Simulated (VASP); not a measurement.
# AgCl (Fm-3m) in VASP: notebook, part 2 of 2

VASP 6.6.1. Earlier steps stand in the parts before.

## 3. Single point, PBEsol

Contents of INCAR:

```
SYSTEM = AgCl
PREC = Accurate
ENCUT = 520
EDIFF = 1E-6
ISMEAR = 0
SIGMA = 0.05
LREAL = .FALSE.
LASPH = .TRUE.
NELM = 100
ALGO = Normal
ISIF = 2
LWAVE = .FALSE.
LCHARG = .FALSE.
GGA = PS
NBANDS = 16
```

Contents of KPOINTS:

```
regular mesh
0
G
  10 10 10
  0 0 0
```

Contents of POSCAR:

```
AgCl
1.0
    0.0000000000      2.7731489427      2.7731489427
    2.7731489427      0.0000000000      2.7731489427
    2.7731489427      2.7731489427      0.0000000000
Ag Cl
1 1
Direct
    0.5000000000      0.5000000000      0.5000000000
    0.0000000000      0.0000000000      0.0000000000
```

Potentials or basis: VASP PAW PBE potentials, release 64 (Ag, Cl).

The run is started by

```console
cat potpaw_PBE.64/Ag/POTCAR potpaw_PBE.64/Cl/POTCAR > POTCAR
mpirun -np 1 vasp_std > vasp.out
```

OUTCAR:

```text
SYSTEM = AgCl
   PREC = Accurate
   ENCUT = 520
   EDIFF = 1E-6
   ISMEAR = 0
   LREAL = .FALSE.
   LASPH = .TRUE.
   NELM = 100
   ISIF = 2
   GGA = PS

 ion  position               nearest neighbor table
   1  0.500  0.500  0.500-   2 2.77   2 2.77   2 2.77   2 2.77   2 2.77   2 2.77
   2  0.000  0.000  0.000-   1 2.77   1 2.77   1 2.77   1 2.77   1 2.77   1 2.77

  LATTYP: Found a face centered cubic cell.
 ALAT       =     5.5462978854

  Lattice vectors:

 A1 = (   0.0000000000,   2.7731489427,   2.7731489427)
 A2 = (   2.7731489427,   0.0000000000,   2.7731489427)
 A3 = (   2.7731489427,   2.7731489427,   0.0000000000)

Analysis of symmetry for initial positions (statically):
=====================================================================
 Subroutine PRICEL returns:
 Original cell was already a primitive cell.

 Routine SETGRP: Setting up the symmetry group for a
 face centered cubic supercell.

 Subroutine GETGRP returns: Found 48 space group operations
 (whereof 48 operations were pure point group operations)
 out of a pool of 48 trial point group operations.

The static configuration has the point symmetry O_h .

Analysis of symmetry for dynamics (positions and initial velocities):
=====================================================================
 Subroutine PRICEL returns:
 Original cell was already a primitive cell.

 Routine SETGRP: Setting up the symmetry group for a
 face centered cubic supercell.

 Subroutine GETGRP returns: Found 48 space group operations
 (whereof 48 operations were pure point group operations)
 out of a pool of 48 trial point group operations.

The dynamic configuration has the point symmetry O_h .

 Subroutine INISYM returns: Found 48 space group operations
 (whereof 48 operations are pure point group operations),
 and found     1 'primitive' translations

----------------------------------------------------------------------------------------

                                     Primitive cell

  volume of cell :      42.6530

  direct lattice vectors                    reciprocal lattice vectors
     0.000000000  2.773148943  2.773148943    -0.180300449  0.180300449  0.180300449
     2.773148943  0.000000000  2.773148943     0.180300449 -0.180300449  0.180300449
     2.773148943  2.773148943  0.000000000     0.180300449  0.180300449 -0.180300449

  length of vectors
     3.921824845  3.921824845  3.921824845     0.312289539  0.312289539  0.312289539

  position of ions in fractional coordinates (direct lattice)
     0.500000000  0.500000000  0.500000000
     0.000000000  0.000000000  0.000000000

  ion indices of the primitive-cell ions
   primitive index   ion index
                 1           1
                 2           2

----------------------------------------------------------------------------------------

 KPOINTS: regular mesh

Automatic generation of k-mesh.
 Grid dimensions read from file:
 generate k-points for:   10   10   10

 Generating k-lattice:

  Cartesian coordinates                     Fractional coordinates (reciprocal lattice)
    -0.018030045  0.018030045  0.018030045     0.100000000  0.000000000  0.000000000
     0.018030045 -0.018030045  0.018030045     0.000000000  0.100000000  0.000000000
     0.018030045  0.018030045 -0.018030045     0.000000000  0.000000000  0.100000000

  Length of vectors
     0.031228954  0.031228954  0.031228954

  Shift w.r.t. Gamma in fractional coordinates (k-lattice)
     0.000000000  0.000000000  0.000000000

 Subroutine IBZKPT returns following result:
 ===========================================

 Found     47 irreducible k-points:

 Following reciprocal coordinates:
            Coordinates               Weight
  0.000000  0.000000  0.000000      1.000000
  0.100000  0.000000  0.000000      8.000000
  0.200000  0.000000  0.000000      8.000000
  0.300000  0.000000  0.000000      8.000000
  0.400000  0.000000  0.000000      8.000000
  0.500000  0.000000  0.000000      4.000000
[... 16 lines left out ...]
  0.300000  0.300000  0.000000      6.000000
  0.400000  0.300000  0.000000     24.000000
 [... further k-points ...]
   k-points           NKPTS =     47   k-points in BZ     NKDIM =     47   number of bands    NBANDS=     16
   number of dos      NEDOS =    301   number of ions     NIONS =      2
   total plane-waves  NPLWV =  27000
   dimension x,y,z NGX =    30 NGY =   30 NGZ =   30
   dimension x,y,z NGXF=    60 NGYF=   60 NGZF=   60
   ions per type =               1   1
   NGX,Y,Z   is equivalent  to a cutoff of  12.72, 12.72, 12.72 a.u.
   NGXF,Y,Z  is equivalent  to a cutoff of  25.43, 25.43, 25.43 a.u.
 SYSTEM =  AgCl
   PREC   = accura    normal or accurate (medium, high low for compatibility)
   ISTART =      0    job   : 0-new  1-cont  2-samecut
   ICHARG =      2    charge: 1-file 2-atom 10-const
   ISPIN  =      1    spin polarized calculation?
   LNONCOLLINEAR =      F non collinear calculations
   LSORBIT =      F    spin-orbit coupling
   LASPH  =      T    aspherical Exc in radial PAW
   ENCUT  =  520.0 eV  38.22 Ry    6.18 a.u.   7.29  7.29  7.29*2*pi/ulx,y,z
   NELM   =    100;   NELMIN=  2; NELMDL= -5     # of ELM steps
   EDIFF  = 0.1E-05   stopping-criterion for ELM
   LREAL  =      F    real-space projection
   EDIFFG = 0.1E-04   stopping-criterion for IOM
   NSW    =      0    number of steps for IOM
   IBRION =     -1    ionic relax: 0-MD 1-quasi-New 2-CG
   NFREE  =      0    steps in history (QN), initial steepest desc. (CG)
   ISIF   =      2    stress and relaxation
   ISYM   =      2    0-nonsym 1-usesym 2-fastsym
   POTIM  = 0.5000    time-step for ionic-motion
   TEBEG  =    0.0;   TEEND  =   0.0 temperature during run
   PSTRESS=    0.0 pullay stress
   NELECT =      18.0000    total number of electrons
   NUPDOWN=      -1.0000    fix difference up-down
   EMIN   =  10.00;   EMAX   =-10.00  energy-range for DOS
   EFERMI =   0.00;   METHOD = LEGACY
   ISMEAR =     0;   SIGMA  =   0.05  broadening in eV -4-tet -1-fermi 0-gaus
   EFERMI_NEDOS =   21; number of points for ismear=-14 and -15
   IALGO  =     38    algorithm
   IMIX   =      4    mixing-type and parameters
     AMIX     =   0.40;   BMIX     =  1.00
     AMIX_MAG =   1.60;   BMIX_MAG =  1.00
  volume/ion in A,a.u.               =      21.33       143.92
  Fermi-wavevector in a.u.,A,eV,Ry     =   1.227955  2.320499 20.515866  1.507874
  Thomas-Fermi vector in A             =   2.362899
   LORBIT       =      0    0 simple, 1 ext, 2 COOP (PROOUT), +10 PAW based schemes
   GGA     = PS    functional components
   LHFCALC =     F    Hartree Fock is set to
   AEXX    =    0.0000 exact exchange contribution
   IVDW    =     0    specifies the selected vdW correction
   LEPSILON=     F    determine dielectric tensor
   LRPA    =     F    only Hartree local field effects (RPA)
 non-spin polarized calculation
 Gauss-broadening in eV      SIGMA  =   0.05
  energy-cutoff  :      520.00
  volume of cell :       42.65
 maximum number of plane-waves:      1167
 NGX is ok and might be reduce to    30
   NGX = 15   NGY = 15   NGZ = 15

 number of electron      18.0000005 magnetization

 Free energy of the ion-electron system (eV)
  ---------------------------------------------------
  ext. energy  EPLUGINS =         0.00000000
  ---------------------------------------------------
  free energy    TOTEN  =        -6.04129337 eV

  energy without entropy =       -6.04129337  energy(sigma->0) =       -6.04129337

 E-fermi :   3.9567     XC(G=0): -10.2156

 val. band max:        3.7127989777   @ k =   0.5000   0.0000   0.0000
 cond. band min:       4.4430734489   @ k =   0.0000   0.0000   0.0000
 fundamental gap:      0.7302744712
 Fermi energy:         3.9566650647

 k-point     1 :       0.0000    0.0000    0.0000
  band No.  band energies     occupation
      1     -11.4297      2.00000
      2       1.2382      2.00000
      3       1.2382      2.00000
      4       1.2382      2.00000
      5       1.2776      2.00000
      6       1.2776      2.00000
[... 8 lines left out ...]
     15      16.8739      0.00000
     16      16.8739      0.00000
[... 419 lines left out ...]
 k-point    24 :       0.4000    0.3000    0.0000
  band No.  band energies     occupation
      1     -11.0274      2.00000
      2      -0.9328      2.00000
      3       0.2705      2.00000
      4       0.3690      2.00000
      5       1.1160      2.00000
      6       1.5806      2.00000
[... 8 lines left out ...]
     15      18.6233      0.00000
     16      19.5092      0.00000

 [... further k-points ...]

------------------------ aborting loop because EDIFF is reached ----------------------------------------

  FORCE on cell =-STRESS in cart. coord.  units (eV):
  Direction    XX          YY          ZZ          XY          YZ          ZX
  --------------------------------------------------------------------------------------
  -------------------------------------------------------------------------------------
  Total       -0.7294544     -0.7294544     -0.7294544      0.0000000      0.0000000      0.0000000
  in kB      -27.4005405    -27.4005405    -27.4005405      0.0000000      0.0000000      0.0000000
  external PRESSURE =     -27.4005405 kB  Pullay stress =       0.0000000 kB

 VOLUME and BASIS-vectors are now :
 -----------------------------------------------------------------------------
  energy-cutoff  :      520.00
  volume of cell :       42.65
      direct lattice vectors                 reciprocal lattice vectors
     0.000000000  2.773148943  2.773148943    -0.180300449  0.180300449  0.180300449
     2.773148943  0.000000000  2.773148943     0.180300449 -0.180300449  0.180300449
     2.773148943  2.773148943  0.000000000     0.180300449  0.180300449 -0.180300449

 POSITION                                       TOTAL-FORCE (eV/Angst)
 -----------------------------------------------------------------------------------
      2.77315      2.77315      2.77315         0.000000      0.000000     -0.000000
      0.00000      0.00000      0.00000         0.000000     -0.000000      0.000000
 -----------------------------------------------------------------------------------
    total drift:                                0.000000      0.000000      0.000000

  FREE ENERGIE OF THE ION-ELECTRON SYSTEM (eV)
  ---------------------------------------------------
  free  energy   TOTEN  =        -6.0412933661 eV

  energy  without entropy=       -6.0412933661  energy(sigma->0) =       -6.04129337
```

OSZICAR:

```text
N       E                     dE             d eps       ncg     rms          rms(c)
DAV:   1     0.867104286702E+02    0.86710E+02   -0.85585E+03  1504   0.102E+03
DAV:   2    -0.340336602514E+01   -0.90114E+02   -0.82904E+02  1912   0.210E+02
DAV:   3    -0.619252312843E+01   -0.27892E+01   -0.27831E+01  1896   0.379E+01
DAV:   4    -0.620552065218E+01   -0.12998E-01   -0.12997E-01  1888   0.300E+00
DAV:   5    -0.620566292407E+01   -0.14227E-03   -0.14227E-03  1912   0.311E-01    0.644E+00
DAV:   6    -0.604546689743E+01    0.16020E+00   -0.28277E-01  1984   0.704E+00    0.418E+00
DAV:   7    -0.604269707650E+01    0.27698E-02   -0.67535E-02  1712   0.171E+00    0.194E+00
DAV:   8    -0.604129232926E+01    0.14047E-02   -0.40721E-03  1784   0.650E-01    0.297E-01
DAV:   9    -0.604126139404E+01    0.30935E-04   -0.37663E-04  1920   0.264E-01    0.525E-02
DAV:  10    -0.604129137511E+01   -0.29981E-04   -0.52547E-05  1832   0.633E-02    0.118E-02
DAV:  11    -0.604129342425E+01   -0.20491E-05   -0.15165E-06  1944   0.937E-03    0.209E-03
DAV:  12    -0.604129336605E+01    0.58201E-07   -0.69831E-08   920   0.186E-03
   1 F= -.60412934E+01 E0= -.60412934E+01  d E =-.106587E-13
```

stdout:

```text
POSCAR found type information on POSCAR AgCl
 POSCAR found :  2 types and       2 ions
 scaLAPACK will be used
 -----------------------------------------------------------------------------
|                                                                             |
|                                                                             |
|     You enforced a specific xc type in the INCAR file but a different       |
|     I HOPE YOU KNOW WHAT YOU ARE DOING!                                     |
|                                                                             |
 -----------------------------------------------------------------------------

 LDA part: xc-table for (Slater+PW92), standard interpolation
 POSCAR, INCAR and KPOINTS ok, starting setup
 FFT: planning ... GRIDC
 FFT: planning ... GRID_SOFT
 FFT: planning ... GRID
 WAVECAR not read
 entering main loop
```

Run time: 28 s. Hardware: 1 thread of Intel Xeon Platinum 8488C (Sapphire Rapids), shared host; peak memory 0.18 GiB.

What came out:

| Property | Result |
| --- | --- |
| Free energy | -6.0413 eV |
| Pressure | -2.7 GPa |
| Band gap on the k mesh | 0.73 eV (least direct gap 2.97 eV) |

Caveat: the PAW data sets were made with another functional, which shifts forces and pressure a little.
